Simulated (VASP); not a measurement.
Fe:

```
CELL_PARAMETERS angstrom
0.00000 1.80578 1.80578
1.80578 0.00000 1.80578
1.80578 1.80578 0.00000
ATOMIC_POSITIONS crystal
Fe 0.00000 0.00000 0.00000
```

```yaml
Program: VASP 6.6.1
Task: relaxation of cell and atoms
Functional: RPBE
Potentials_or_basis: VASP PAW PBE potentials, release 64 (Fe)
Cutoff: 600 eV
k_mesh: 15 × 15 × 15
Occupations: fermi-dirac, width 0.1 eV
Spin: no spin polarisation
```

At the start: pressure -23.2 GPa; volume 11.78 Å³/atom.

Task: How do energy, volume and symmetry change on relaxing?

Result: Over 7 steps the energy falls by 105.8 meV/atom and the volume is 10.47 Å³/atom (-11.1 %); space group Fm-3m (No. 225, to 0.05 Å).

Step by step:
| step | energy change (eV) | largest force (eV/Å) | pressure (GPa) | volume (Å³) |
| --- | --- | --- | --- | --- |
| 1 | 0.0000 | 0.0000 | -23.22 | 11.78 |
| 2 | 0.0861 | 0.0000 | 51.18 | 9.10 |
| 3 | -0.1057 | 0.0000 | -0.96 | 10.51 |
| 4 | -0.1058 | 0.0000 | -0.18 | 10.48 |
| 5 | -0.1058 | 0.0000 | 0.44 | 10.46 |
| 6 | -0.1058 | 0.0000 | -0.53 | 10.50 |
| 7 | -0.1058 | 0.0000 | 0.03 | 10.47 |

Final structure:
```
Fe
1.0
     0.00000    1.73654    1.73654
     1.73654    0.00000    1.73654
     1.73654    1.73654    0.00000
Fe
1
Direct
  0.00000 0.00000 0.00000
```

Caveat: the PAW data sets were made with another functional, which shifts forces and pressure a little; the run has no spin polarisation, though such a crystal can be magnetic.
